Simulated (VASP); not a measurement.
# PbS (R-3m) in VASP: notebook, part 2 of 3

VASP 6.6.1. The steps go on from the part before.

## (3) Electric field gradients, PBE (equal xy, yz and zx shear strains of -3 %)

INCAR reads:

```
PREC = Accurate
ENCUT = 520
EDIFF = 1E-8
ISMEAR = -1
SIGMA = 0.01
LREAL = F
LASPH = T
NELM = 100
ALGO = Normal
ISIF = 2
LWAVE = F
LCHARG = F
GGA = PE
LEFG = T
NBANDS = 17
```

KPOINTS reads:

```
Automatic mesh
0
Gamma
  8 8 8
```

POSCAR reads:

```
PbS
1.0
   -0.0889500000      2.9205250000      2.9205250000
    2.9205250000     -0.0889500000      2.9205250000
    2.9205250000      2.9205250000     -0.0889500000
Pb S
1 1
Direct
    0.0000000000      0.0000000000      0.0000000000
    0.5000000000      0.5000000000      0.5000000000
```

Potentials or basis: VASP PAW PBE potentials, release 64 (Pb_d, S).

Command:

```bash
cat potpaw_PBE.64/Pb_d/POTCAR potpaw_PBE.64/S/POTCAR > POTCAR
mpirun -np 1 vasp_std > vasp.out
```

OUTCAR:

```text
PREC = Accurate
   ENCUT = 520
   EDIFF = 1E-8
   ISMEAR = -1
   LREAL = F
   LASPH = T
   NELM = 100
   ISIF = 2
   GGA = PE

 ion  position               nearest neighbor table
   1  0.000  0.000  0.000-   2 2.97   2 2.97   2 2.97   2 2.97   2 2.97   2 2.97
   2  0.500  0.500  0.500-   1 2.97   1 2.97   1 2.97   1 2.97   1 2.97   1 2.97

  LATTYP: Found a trigonal (rhomboedric) cell.
 ALAT       =     4.1312037778
 COS(alpha) =     0.4693254694

  Lattice vectors:

 A1 = (  -0.0889500000,   2.9205250000,   2.9205250000)
 A2 = (   2.9205250000,  -0.0889500000,   2.9205250000)
 A3 = (   2.9205250000,   2.9205250000,  -0.0889500000)

Analysis of symmetry for initial positions (statically):
=====================================================================
 Subroutine PRICEL returns:
 Original cell was already a primitive cell.

 Routine SETGRP: Setting up the symmetry group for a
 trigonal (rhombohedral) supercell.

 Subroutine GETGRP returns: Found 12 space group operations
 (whereof 12 operations were pure point group operations)
 out of a pool of 12 trial point group operations.

The static configuration has the point symmetry D_3d.

Analysis of symmetry for dynamics (positions and initial velocities):
=====================================================================
 Subroutine PRICEL returns:
 Original cell was already a primitive cell.

 Routine SETGRP: Setting up the symmetry group for a
 trigonal (rhombohedral) supercell.

 Subroutine GETGRP returns: Found 12 space group operations
 (whereof 12 operations were pure point group operations)
 out of a pool of 12 trial point group operations.

[... 157 lines left out ...]
      2     -10.9959      2.00000
      3     -10.9938      2.00000
      4     -10.9687      2.00000
      5     -10.9687      2.00000
      6      -7.7643      2.00000
[... 457 lines left out ...]
      4     -10.9602      2.00000
      5     -10.9573      2.00000
      6      -6.9893      2.00000
[... 9 lines left out ...]
     16      15.7141      0.00000
     17      16.5538      0.00000

 [... further k-points ...]

------------------------ aborting loop because EDIFF is reached ----------------------------------------

  FORCE on cell =-STRESS in cart. coord.  units (eV):
  Direction    XX          YY          ZZ          XY          YZ          ZX
  --------------------------------------------------------------------------------------
  -------------------------------------------------------------------------------------
  Total        0.7142594      0.7142594      0.7142594      0.1778321      0.1778321      0.1778321
  in kB       21.9663890     21.9663890     21.9663890      5.4690622      5.4690622      5.4690622
  external PRESSURE =      21.9663890 kB  Pullay stress =       0.0000000 kB

 VOLUME and BASIS-vectors are now :
 -----------------------------------------------------------------------------
  energy-cutoff  :      520.00
  volume of cell :       52.10
      direct lattice vectors                 reciprocal lattice vectors
    -0.088950000  2.920525000  2.920525000    -0.163572730  0.168711140  0.168711140
     2.920525000 -0.088950000  2.920525000     0.168711140 -0.163572730  0.168711140
     2.920525000  2.920525000 -0.088950000     0.168711140  0.168711140 -0.163572730

 POSITION                                       TOTAL-FORCE (eV/Angst)
 -----------------------------------------------------------------------------------
      0.00000      0.00000      0.00000         0.000000     -0.000000     -0.000000
      2.87605      2.87605      2.87605        -0.000000      0.000000      0.000000
 -----------------------------------------------------------------------------------
    total drift:                                0.000000     -0.000000     -0.000000

  FREE ENERGIE OF THE ION-ELECTRON SYSTEM (eV)
  ---------------------------------------------------
  free  energy   TOTEN  =        -8.7467130289 eV

  energy  without entropy=       -8.7466978700  energy(sigma->0) =       -8.74670545

 Electric field gradients (V/A^2)
---------------------------------------------------------------------
 ion       V_xx      V_yy      V_zz      V_xy      V_xz      V_yz
---------------------------------------------------------------------
   1      -0.000    -0.000     0.000     3.640     3.640     3.640
   2      -0.000     0.000     0.000    -4.405    -4.405    -4.405
---------------------------------------------------------------------

 Electric field gradients after diagonalization (V/A^2)
 (convention: |V_zz| > |V_xx| > |V_yy|)
----------------------------------------------------------------------
 ion       V_xx      V_yy      V_zz     asymmetry (V_yy - V_xx)/ V_zz
----------------------------------------------------------------------
   1      -3.640    -3.640     7.280       0.000
   2       4.405     4.405    -8.810       0.000
----------------------------------------------------------------------

           NMR quadrupolar parameters

 Cq : quadrupolar parameter    Cq=e*Q*V_zz/h
 eta: asymmetry parameters     (V_yy - V_xx)/ V_zz
 Q  : nuclear electric quadrupole moment in mb (millibarn)
----------------------------------------------------------------------
 ion       Cq(MHz)       eta       Q (mb)
----------------------------------------------------------------------
   1       0.018       0.000       1.000
   2      -0.021       0.000       1.000
----------------------------------------------------------------------
```

OSZICAR:

```text
N       E                     dE             d eps       ncg     rms          rms(c)
DAV:   1     0.158882963312E+03    0.15888E+03   -0.96999E+03  2226   0.124E+03
DAV:   2     0.294272653123E+01   -0.15594E+03   -0.15004E+03  2334   0.313E+02
DAV:   3    -0.894060781377E+01   -0.11883E+02   -0.11793E+02  2978   0.917E+01
DAV:   4    -0.922182420403E+01   -0.28122E+00   -0.28096E+00  2817   0.154E+01
DAV:   5    -0.923186769216E+01   -0.10043E-01   -0.10043E-01  3286   0.283E+00    0.464E+00
DAV:   6    -0.874319768439E+01    0.48867E+00   -0.13890E+00  3489   0.800E+00    0.326E+00
DAV:   7    -0.874344817788E+01   -0.25049E-03   -0.14377E-01  2587   0.189E+00    0.187E+00
DAV:   8    -0.874702586543E+01   -0.35777E-02   -0.16346E-02  2541   0.138E+00    0.257E-01
DAV:   9    -0.874652879520E+01    0.49707E-03   -0.35403E-03  3510   0.518E-01    0.845E-02
DAV:  10    -0.874670375422E+01   -0.17496E-03   -0.37306E-04  2511   0.114E-01    0.545E-02
DAV:  11    -0.874671218442E+01   -0.84302E-05   -0.61439E-05  3028   0.838E-02    0.167E-02
DAV:  12    -0.874671291289E+01   -0.72847E-06   -0.44820E-06  2915   0.221E-02    0.301E-03
DAV:  13    -0.874671293298E+01   -0.20084E-07   -0.22121E-07  2900   0.434E-03    0.135E-03
DAV:  14    -0.874671299937E+01   -0.66390E-07   -0.11840E-07  2495   0.190E-03    0.684E-04
DAV:  15    -0.874671301597E+01   -0.16602E-07   -0.30640E-09  2510   0.759E-04    0.270E-04
DAV:  16    -0.874671302813E+01   -0.12167E-07   -0.95209E-10  1417   0.232E-04    0.972E-05
DAV:  17    -0.874671302889E+01   -0.75602E-09   -0.12458E-10  1445   0.156E-04
   1 F= -.87467130E+01 E0= -.87467054E+01  d E =-.151589E-04
```

Run time: 20 s. Hardware: 1 thread of Intel Xeon 6975P-C (Granite Rapids), shared host; peak memory 0.2 GiB.

What came out:

```yaml
Free_energy: -8.7467 eV
Pressure: 2.2 GPa
Band_gap_on_the_k_mesh: 0.07 eV, indirect (least direct gap 0.32 eV)
```

Levels at points of the mesh, in eV from the valence-band top:
```tsv
k point	band 7	band 8	band 9	band 10	band 11	band 12	band 13	band 14
(0.00, 0.00, 0.00)	-6.11	-2.34	-2.34	-2.02	5.13	5.18	5.18	6.48
(0.50, 0.00, 0.00)	-8.97	-1.86	-1.75	0.00	0.35	1.90	2.12	8.60
(0.50, 0.50, 0.00)	-7.26	-5.26	-3.65	-3.35	3.81	5.29	5.62	5.83
(0.50, 0.50, 0.50)	-8.74	-1.95	-1.95	-0.24	0.07	1.65	1.65	8.66
```

Electric field gradients, principal values (V/Å²):
```
atom   least  middle  greatest (by size)
1 Pb  -3.640  -3.640               7.280
 2 S   4.405   4.405              -8.810
```

Caveat: the cell differs from its parent crystal (equal xy, yz and zx shear strains of -3 %); without QUAD_EFG the Cq values of the log hold for a quadrupole moment of 1 mb, not for the nuclei; spin-orbit coupling is left out, which moves the levels of the heavy elements.

## (4) Electric field gradients, PBE (equal xy, yz and zx shear strains of -1 %)

INCAR reads:

```
PREC = Accurate
ENCUT = 520
EDIFF = 1E-8
ISMEAR = -1
SIGMA = 0.01
LREAL = False
LASPH = True
NELM = 80
ALGO = Normal
ISIF = 2
LWAVE = False
LCHARG = False
GGA = PE
LEFG = True
NBANDS = 17
```

KPOINTS reads:

```
regular mesh
0
Gamma
  8 8 8
```

POSCAR reads:

```
PbS
1.0
   -0.0296500000      2.9501750000      2.9501750000
    2.9501750000     -0.0296500000      2.9501750000
    2.9501750000      2.9501750000     -0.0296500000
Pb S
1 1
Direct
    0.0000000000      0.0000000000      0.0000000000
    0.5000000000      0.5000000000      0.5000000000
```

Potentials or basis: VASP PAW PBE potentials, release 64 (Pb_d, S).

Command:

```bash
cat potpaw_PBE.64/Pb_d/POTCAR potpaw_PBE.64/S/POTCAR > POTCAR
mpirun -np 1 vasp_std > vasp.out
```

OUTCAR:

```text
PREC = Accurate
   ENCUT = 520
   EDIFF = 1E-8
   ISMEAR = -1
   LREAL = False
   LASPH = True
   NELM = 80
   ISIF = 2
   GGA = PE

 ion  position               nearest neighbor table
   1  0.000  0.000  0.000-   2 2.97   2 2.97   2 2.97   2 2.97   2 2.97   2 2.97
   2  0.500  0.500  0.500-   1 2.97   1 2.97   1 2.97   1 2.97   1 2.97   1 2.97

  LATTYP: Found a trigonal (rhomboedric) cell.
 ALAT       =     4.1722828504
 COS(alpha) =     0.4899250057

  Lattice vectors:

 A1 = (  -0.0296500000,   2.9501750000,   2.9501750000)
 A2 = (   2.9501750000,  -0.0296500000,   2.9501750000)
 A3 = (   2.9501750000,   2.9501750000,  -0.0296500000)

Analysis of symmetry for initial positions (statically):
=====================================================================
 Subroutine PRICEL returns:
 Original cell was already a primitive cell.

 Routine SETGRP: Setting up the symmetry group for a
 trigonal (rhombohedral) supercell.

 Subroutine GETGRP returns: Found 12 space group operations
 (whereof 12 operations were pure point group operations)
 out of a pool of 12 trial point group operations.

The static configuration has the point symmetry D_3d.

Analysis of symmetry for dynamics (positions and initial velocities):
=====================================================================
 Subroutine PRICEL returns:
 Original cell was already a primitive cell.

 Routine SETGRP: Setting up the symmetry group for a
 trigonal (rhombohedral) supercell.

 Subroutine GETGRP returns: Found 12 space group operations
 (whereof 12 operations were pure point group operations)
 out of a pool of 12 trial point group operations.

[... 151 lines left out ...]
 fundamental gap:      0.2642364874
 Fermi energy:         5.9916785010

 k-point     1 :       0.0000    0.0000    0.0000
  band No.  band energies     occupation
      1     -10.9937      2.00000
      2     -10.9931      2.00000
      3     -10.9931      2.00000
      4     -10.9754      2.00000
      5     -10.9754      2.00000
      6      -7.7710      2.00000
[... 457 lines left out ...]
      4     -10.9656      2.00000
      5     -10.9576      2.00000
      6      -7.0006      2.00000
[... 9 lines left out ...]
     16      15.5432      0.00000
     17      16.6425      0.00000

 [... further k-points ...]
[... 5 lines left out ...]
  --------------------------------------------------------------------------------------
  -------------------------------------------------------------------------------------
  Total        0.7176525      0.7176525      0.7176525      0.0622164      0.0622164      0.0622164
  in kB       22.0573532     22.0573532     22.0573532      1.9122480      1.9122480      1.9122480
  external PRESSURE =      22.0573532 kB  Pullay stress =       0.0000000 kB

 VOLUME and BASIS-vectors are now :
 -----------------------------------------------------------------------------
  energy-cutoff  :      520.00
  volume of cell :       52.13
      direct lattice vectors                 reciprocal lattice vectors
    -0.029650000  2.950175000  2.950175000    -0.166947639  0.168642539  0.168642539
     2.950175000 -0.029650000  2.950175000     0.168642539 -0.166947639  0.168642539
     2.950175000  2.950175000 -0.029650000     0.168642539  0.168642539 -0.166947639

 POSITION                                       TOTAL-FORCE (eV/Angst)
 -----------------------------------------------------------------------------------
      0.00000      0.00000      0.00000         0.000000     -0.000000     -0.000000
      2.93535      2.93535      2.93535        -0.000000      0.000000      0.000000
 -----------------------------------------------------------------------------------
    total drift:                                0.000000     -0.000000     -0.000000

  FREE ENERGIE OF THE ION-ELECTRON SYSTEM (eV)
  ---------------------------------------------------
  free  energy   TOTEN  =        -8.7544820964 eV

  energy  without entropy=       -8.7544820929  energy(sigma->0) =       -8.75448209

 Electric field gradients (V/A^2)
---------------------------------------------------------------------
 ion       V_xx      V_yy      V_zz      V_xy      V_xz      V_yz
---------------------------------------------------------------------
   1      -0.000    -0.000    -0.000     1.179     1.179     1.179
   2      -0.000    -0.000     0.000    -1.471    -1.471    -1.471
---------------------------------------------------------------------

 Electric field gradients after diagonalization (V/A^2)
 (convention: |V_zz| > |V_xx| > |V_yy|)
----------------------------------------------------------------------
 ion       V_xx      V_yy      V_zz     asymmetry (V_yy - V_xx)/ V_zz
----------------------------------------------------------------------
   1      -1.179    -1.179     2.358       0.000
   2       1.471     1.471    -2.941       0.000
----------------------------------------------------------------------

           NMR quadrupolar parameters

 Cq : quadrupolar parameter    Cq=e*Q*V_zz/h
 eta: asymmetry parameters     (V_yy - V_xx)/ V_zz
 Q  : nuclear electric quadrupole moment in mb (millibarn)
----------------------------------------------------------------------
 ion       Cq(MHz)       eta       Q (mb)
----------------------------------------------------------------------
   1       0.006       0.000       1.000
   2      -0.007       0.000       1.000
----------------------------------------------------------------------
```

Wall time 21 s (1 thread of Intel Xeon 6975P-C (Granite Rapids), shared host); peak memory 0.2 GiB.

Results:

- Free energy: -8.7545 eV
- Pressure: 2.2 GPa
- Band gap on the k mesh: 0.26 eV, indirect (least direct gap 0.34 eV)

Stress tensor (GPa, compression positive):
```
2.21 0.19 0.19
0.19 2.21 0.19
0.19 0.19 2.21
```

Levels at points of the mesh, in eV from the valence-band top:
```csv
k point,band 8,band 9,band 10,band 11,band 12,band 13
"(0.00, 0.00, 0.00)",-2.23,-2.23,-2.12,5.19,5.20,5.20
"(0.50, 0.00, 0.00)",-1.81,-1.77,0.00,0.36,1.94,2.00
"(0.50, 0.50, 0.00)",-5.22,-3.52,-3.42,3.84,5.51,5.67
"(0.50, 0.50, 0.50)",-1.84,-1.84,-0.08,0.26,1.86,1.86
```

Electric field gradients, principal values (V/Å²):
```
atom   least  middle  greatest (by size)
1 Pb  -1.179  -1.179               2.358
 2 S   1.471   1.471              -2.941
```

Caveat: the cell differs from its parent crystal (equal xy, yz and zx shear strains of -1 %); without QUAD_EFG the Cq values of the log hold for a quadrupole moment of 1 mb, not for the nuclei; spin-orbit coupling is left out, which moves the levels of the heavy elements.

## (5) Electric field gradients, PBE (equal xy, yz and zx shear strains of -1 %)

INCAR reads:

```
SYSTEM = PbS
  PREC = Accurate
  ENCUT = 520
  EDIFF = 1E-8
  ISMEAR = -1
  SIGMA = 0.01
  LREAL = .FALSE.
  LASPH = .TRUE.
  NELM = 100
  ALGO = Normal
  ISIF = 2
  LWAVE = .FALSE.
  LCHARG = .FALSE.
  GGA = PE
  LEFG = .TRUE.
  NBANDS = 17
```

KPOINTS reads:

```
regular mesh
0
G
  8 8 8
  0 0 0
```

POSCAR is that of step 4.

Potentials or basis: VASP PAW PBE potentials, release 64 (Pb_d, S).

Command:

```bash
cat potpaw_PBE.64/Pb_d/POTCAR potpaw_PBE.64/S/POTCAR > POTCAR
mpirun -np 1 vasp_std > vasp.out
```

OUTCAR:

```text
SYSTEM = PbS
   PREC = Accurate
   ENCUT = 520
   EDIFF = 1E-8
   ISMEAR = -1
   LREAL = .FALSE.
   LASPH = .TRUE.
   NELM = 100
   ISIF = 2
   GGA = PE

 ion  position               nearest neighbor table
   1  0.000  0.000  0.000-   2 2.97   2 2.97   2 2.97   2 2.97   2 2.97   2 2.97
   2  0.500  0.500  0.500-   1 2.97   1 2.97   1 2.97   1 2.97   1 2.97   1 2.97

  LATTYP: Found a trigonal (rhomboedric) cell.
 ALAT       =     4.1722828504
 COS(alpha) =     0.4899250057

  Lattice vectors:

 A1 = (  -0.0296500000,   2.9501750000,   2.9501750000)
[... 693 lines left out ...]
  free  energy   TOTEN  =        -8.7544820964 eV

  energy  without entropy=       -8.7544820929  energy(sigma->0) =       -8.75448209

 Electric field gradients (V/A^2)
---------------------------------------------------------------------
 ion       V_xx      V_yy      V_zz      V_xy      V_xz      V_yz
---------------------------------------------------------------------
   1      -0.000    -0.000    -0.000     1.179     1.179     1.179
   2      -0.000    -0.000     0.000    -1.471    -1.471    -1.471
---------------------------------------------------------------------

 Electric field gradients after diagonalization (V/A^2)
 (convention: |V_zz| > |V_xx| > |V_yy|)
----------------------------------------------------------------------
 ion       V_xx      V_yy      V_zz     asymmetry (V_yy - V_xx)/ V_zz
----------------------------------------------------------------------
   1      -1.179    -1.179     2.358       0.000
   2       1.471     1.471    -2.941       0.000
----------------------------------------------------------------------

           NMR quadrupolar parameters

 Cq : quadrupolar parameter    Cq=e*Q*V_zz/h
 eta: asymmetry parameters     (V_yy - V_xx)/ V_zz
 Q  : nuclear electric quadrupole moment in mb (millibarn)
----------------------------------------------------------------------
 ion       Cq(MHz)       eta       Q (mb)
----------------------------------------------------------------------
   1       0.006       0.000       1.000
   2      -0.007       0.000       1.000
----------------------------------------------------------------------
```

stdout:

```text
POSCAR found type information on POSCAR PbS
 POSCAR found :  2 types and       2 ions
 scaLAPACK will be used
 LDA part: xc-table for (Slater+PW92), standard interpolation
 POSCAR, INCAR and KPOINTS ok, starting setup
 FFT: planning ... GRIDC
 FFT: planning ... GRID_SOFT
 FFT: planning ... GRID
 WAVECAR not read
 entering main loop
ion   1

ion   2
```

It took 28 s on 1 thread of Intel Xeon 6975P-C (Granite Rapids), shared host; peak memory 0.2 GiB.

What came out:

| Property | Result |
| --- | --- |
| Free energy | -8.7545 eV |
| Pressure | 2.2 GPa |
| Band gap on the k mesh | 0.26 eV, indirect (least direct gap 0.34 eV) |

Stress tensor (GPa, compression positive):
```
2.21 0.19 0.19
0.19 2.21 0.19
0.19 0.19 2.21
```

Levels at points of the mesh, in eV from the valence-band top:
| k point | band 6 | band 7 | band 8 | band 9 | band 10 | band 11 | band 12 | band 13 | band 14 | band 15 |
| --- | --- | --- | --- | --- | --- | --- | --- | --- | --- | --- |
| (0.00, 0.00, 0.00) | -13.63 | -6.06 | -2.23 | -2.23 | -2.12 | 5.19 | 5.20 | 5.20 | 6.64 | 6.64 |
| (0.50, 0.00, 0.00) | -12.39 | -8.89 | -1.81 | -1.77 | 0.00 | 0.36 | 1.94 | 2.00 | 8.64 | 9.97 |
| (0.50, 0.50, 0.00) | -11.95 | -7.22 | -5.22 | -3.52 | -3.42 | 3.84 | 5.51 | 5.67 | 5.71 | 11.15 |
| (0.50, 0.50, 0.50) | -12.36 | -8.82 | -1.84 | -1.84 | -0.08 | 0.26 | 1.86 | 1.86 | 8.66 | 10.15 |

Electric field gradients, principal values (V/Å²):
```
atom   least  middle  greatest (by size)
1 Pb  -1.179  -1.179               2.358
 2 S   1.471   1.471              -2.941
```

Caveat: the cell differs from its parent crystal (equal xy, yz and zx shear strains of -1 %); without QUAD_EFG the Cq values of the log hold for a quadrupole moment of 1 mb, not for the nuclei; spin-orbit coupling is left out, which moves the levels of the heavy elements. A k mesh can miss the band edges.

[end of part 2 of 3]
